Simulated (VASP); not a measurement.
# Ge (P6_3/mmc) in VASP: notebook, part 2 of 3

VASP 6.6.1.

## 4. Relaxation of cell and atoms, PBEsol, target pressure 2 GPa, at which the enthalpy is minimised

This run uses another cell than the first one, of 22.83 Å³/atom.

Input file INCAR:

```
PREC     = Accurate       # precision mode
ENCUT    = 600            # plane-wave cutoff, eV
EDIFF    = 1E-6           # SCF threshold, eV
ISMEAR   = -1             # smearing method
SIGMA    = 0.05           # smearing width, eV
LREAL    = F              # projectors in reciprocal space
LASPH    = T              # aspherical terms in the spheres
NELM     = 60             # most SCF steps
ALGO     = Normal         # electronic algorithm
ISIF     = 3              # what is computed and relaxed
LWAVE    = F              # write WAVECAR
LCHARG   = F              # write CHGCAR
GGA      = PS             # functional
IBRION   = 2              # ionic algorithm
NSW      = 60             # ionic steps
EDIFFG   = -0.01          # ionic threshold
PSTRESS  = 20.0
```

Input file KPOINTS:

```
regular mesh
0
Gamma
  8 8 4
```

Input file POSCAR:

```
Ge
1.0
    3.9975858431      0.0000000000      0.0000000000
   -1.9987929216      3.4620108940      0.0000000000
    0.0000000000      0.0000000000      6.5993779500
Ge
4
Direct
    0.3333333333      0.6666666667      0.9370987500
    0.6666666667      0.3333333333      0.4370987500
    0.3333333333      0.6666666667      0.5629012500
    0.6666666667      0.3333333333      0.0629012500
```

Potentials or basis: VASP PAW PBE potentials, release 64 (Ge_d).

On the command line:

```sh
$ cat potpaw_PBE.64/Ge_d/POTCAR > POTCAR
$ mpirun -np 1 vasp_std > vasp.out
```

OUTCAR:

```text
PREC = Accurate
   ENCUT = 600
   EDIFF = 1E-6
   ISMEAR = -1
   LREAL = F
   LASPH = T
   NELM = 60
   ISIF = 3
   GGA = PS
   IBRION = 2
   NSW = 60
   EDIFFG = -0.01
   PSTRESS = 20.0

 ion  position               nearest neighbor table
   1  0.333  0.667  0.937-   4 2.45   4 2.45   4 2.45   3 2.47
   2  0.667  0.333  0.437-   3 2.45   3 2.45   3 2.45   4 2.47
   3  0.333  0.667  0.563-   2 2.45   2 2.45   2 2.45   1 2.47
   4  0.667  0.333  0.063-   1 2.45   1 2.45   1 2.45   2 2.47

  LATTYP: Found a hexagonal cell.
 ALAT       =     3.9975858431
 C/A-ratio  =     1.6508408347

  Lattice vectors:

 A1 = (   3.9975858431,   0.0000000000,   0.0000000000)
 A2 = (  -1.9987929216,   3.4620108940,   0.0000000000)
 A3 = (   0.0000000000,   0.0000000000,   6.5993779500)

Analysis of symmetry for initial positions (statically):
=====================================================================
 Subroutine PRICEL returns:
 Original cell was already a primitive cell.

 Routine SETGRP: Setting up the symmetry group for a
 hexagonal supercell.

 Subroutine GETGRP returns: Found 24 space group operations
 (whereof 12 operations were pure point group operations)
 out of a pool of 24 trial point group operations.

The static configuration has the point symmetry D_3d.
 The point group associated with its full space group is D_6h.

Analysis of symmetry for dynamics (positions and initial velocities):
=====================================================================
 Subroutine PRICEL returns:
 Original cell was already a primitive cell.

 Routine SETGRP: Setting up the symmetry group for a
 hexagonal supercell.

 Subroutine GETGRP returns: Found 24 space group operations
 (whereof 12 operations were pure point group operations)
 out of a pool of 24 trial point group operations.

[... 127 lines left out ...]
  Fermi-wavevector in a.u.,A,eV,Ry     =   1.390789  2.628209 26.317650  1.934293
  Thomas-Fermi vector in A             =   2.514690
   LORBIT       =      0    0 simple, 1 ext, 2 COOP (PROOUT), +10 PAW based schemes
   GGA     = PS    functional components
   LHFCALC =     F    Hartree Fock is set to
   AEXX    =    0.0000 exact exchange contribution
   IVDW    =     0    specifies the selected vdW correction
   LEPSILON=     F    determine dielectric tensor
   LRPA    =     F    only Hartree local field effects (RPA)
 conjugate gradient relaxation of ions
 non-spin polarized calculation
  energy-cutoff  :      600.00
  volume of cell :       91.33
 maximum number of plane-waves:      3070
 NGX is ok and might be reduce to    32
   NGX = 15   NGY = 15   NGZ = 27

--------------------------------------- Ionic step        1  -------------------------------------------

 number of electron      55.9999987 magnetization

 Free energy of the ion-electron system (eV)
  ---------------------------------------------------
  ext. energy  EPLUGINS =         0.00000000
  ---------------------------------------------------
  free energy    TOTEN  =       -19.67775376 eV

  energy without entropy =      -19.67644781  energy(sigma->0) =      -19.67710078

------------------------ aborting loop because EDIFF is reached ----------------------------------------

  FORCE on cell =-STRESS in cart. coord.  units (eV):
  Direction    XX          YY          ZZ          XY          YZ          ZX
  --------------------------------------------------------------------------------------
  -------------------------------------------------------------------------------------
  Total       -0.0038699     -0.0038699     -0.1844950      0.0000000     -0.0000000      0.0000000
  in kB       -0.0678855     -0.0678855     -3.2364280      0.0000000     -0.0000000      0.0000000
  external PRESSURE =     -21.1240663 kB  Pullay stress =      20.0000000 kB
[... 147 lines left out ...]
--------------------------------------- Ionic step        5  -------------------------------------------

 number of electron      56.0000006 magnetization

 Free energy of the ion-electron system (eV)
  ---------------------------------------------------
  ext. energy  EPLUGINS =         0.00000000
  ---------------------------------------------------
  free energy    TOTEN  =       -19.66358627 eV

  energy without entropy =      -19.66237939  energy(sigma->0) =      -19.66298283

 E-fermi :   5.1842     XC(G=0): -10.2191

 val. band max:        5.0321535530   @ k =   0.0000   0.0000   0.0000
 cond. band min:       5.2386323716   @ k =   0.0000   0.0000   0.2500
 fundamental gap:      0.2064788186
 Fermi energy:         5.1842489975

 k-point     1 :       0.0000    0.0000    0.0000
  band No.  band energies     occupation
      1     -19.7757      2.00000
      2     -19.7757      2.00000
      3     -19.7362      2.00000
      4     -19.7339      2.00000
      5     -19.7339      2.00000
      6     -19.7218      2.00000
[... 853 lines left out ...]
     32       7.6246      0.00000
     33      11.1401      0.00000

 [... further k-points ...]

------------------------ aborting loop because EDIFF is reached ----------------------------------------

  FORCE on cell =-STRESS in cart. coord.  units (eV):
  Direction    XX          YY          ZZ          XY          YZ          ZX
  --------------------------------------------------------------------------------------
  -------------------------------------------------------------------------------------
  Total        1.1014423      1.1014423      1.0769946     -0.0000000     -0.0000000      0.0000000
  in kB       19.8836895     19.8836895     19.4423497     -0.0000000     -0.0000000      0.0000000
  external PRESSURE =      -0.2634238 kB  Pullay stress =      20.0000000 kB
[... 23 lines left out ...]
  energy  without entropy=      -19.6623793899  energy(sigma->0) =      -19.66298283

  enthalpy is  TOTEN    =       -18.5557010546 eV   P V=        1.1078852167

 reached required accuracy - stopping structural energy minimisation
```

OSZICAR:

```text
N       E                     dE             d eps       ncg     rms          rms(c)
DAV:   1     0.517711907406E+03    0.51771E+03   -0.31179E+04  2236   0.507E+03
DAV:   2     0.692770360645E+02   -0.44843E+03   -0.44153E+03  1980   0.913E+02
DAV:   3    -0.151586262661E+02   -0.84436E+02   -0.83739E+02  2266   0.229E+02
DAV:   4    -0.198731967668E+02   -0.47146E+01   -0.47034E+01  2245   0.636E+01
[... 36 lines left out ...]
DAV:   1    -0.196636814266E+02    0.15357E-03   -0.35057E-03  3013   0.540E-01    0.576E-02
DAV:   2    -0.196636156736E+02    0.65753E-04   -0.14895E-04  2452   0.225E-01    0.336E-02
DAV:   3    -0.196635845337E+02    0.31140E-04   -0.86175E-05  2550   0.132E-01    0.581E-03
DAV:   4    -0.196635861966E+02   -0.16629E-05   -0.27659E-05  2072   0.752E-02    0.322E-03
DAV:   5    -0.196635862713E+02   -0.74713E-07   -0.66574E-07  1059   0.106E-02
   5 F= -.18555701E+02 E0= -.18555098E+02  d E =-.295709E-04
```

CONTCAR:

```text
Ge
   1.00000000000000
     3.9619596575442313   -0.0000000000006577    0.0000000000000000
    -1.9809798288222398    3.4311577122700161   -0.0000000000000000
     0.0000000000000000    0.0000000000000000    6.5286686031870751
  Ge
     4
Direct
     0.3333333332999970    0.6666666667000030    0.9371306507262130
     0.6666666667000030    0.3333333332999970    0.4371306507262130
     0.3333333332999970    0.6666666667000030    0.5628693492737870
     0.6666666667000030    0.3333333332999970    0.0628693492737870

  0.00000000E+00  0.00000000E+00  0.00000000E+00
  0.00000000E+00  0.00000000E+00  0.00000000E+00
  0.00000000E+00  0.00000000E+00  0.00000000E+00
  0.00000000E+00  0.00000000E+00  0.00000000E+00
```

Run time: 6.4 min. Hardware: 1 thread of Intel Xeon 8259CL, shared host; peak memory 0.27 GiB.

Results:

```yaml
Free_energy: -19.6636 eV
Relaxed_volume: 22.19 Å³/atom
Relaxed_cell: a = 3.962 Å, b = 3.962 Å, c = 6.529 Å, α = 90.00°, β = 90.00°, γ = 120.00°
Space_group_after_relaxing_to_0.1_Å: P6_3/mmc (No. 194)
Energy_change_on_relaxing_the_run_minimises_the_enthalpy: +3.5 meV/atom
Ionic_steps: 5
Pressure_after_relaxing: 2.0 GPa
Largest_force_after_relaxing: 0.003 eV/Å
Band_gap_on_the_k_mesh: zero (filled and empty bands touch)
```

Forces in eV/Å, atoms in the order of the input:
```
Ge   0.000  0.000  0.003
Ge   0.000  0.000  0.003
Ge   0.000  0.000 -0.003
Ge   0.000  0.000 -0.003
```

The path:
```
step  energy change (eV)  largest force (eV/Å)  pressure (GPa)  volume (Å³)
   1              0.0000                0.0046           -0.11        91.33
   2              0.0352                0.0138            3.14        87.41
   3              0.0152                0.0077            2.09        88.67
   4              0.0139                0.0075            1.83        88.77
   5              0.0142                0.0033            1.97        88.75
```

Final structure:
```
Ge
1.0
     3.96196    0.00000    0.00000
    -1.98098    3.43116    0.00000
     0.00000    0.00000    6.52867
Ge
4
Direct
  0.33333 0.66667 0.93713
  0.66667 0.33333 0.43713
  0.33333 0.66667 0.56287
  0.66667 0.33333 0.06287
```

Caveat: the cell is relaxed towards a set pressure, so the run minimises the enthalpy, not the energy; semilocal functionals underestimate gaps, and a narrow one can read as zero; the PAW data sets were made with another functional, which shifts forces and pressure a little.

(Part 2 of 3 ends here.)

The gap in the log of VASP goes by the Fermi energy; the results here count the filled bands.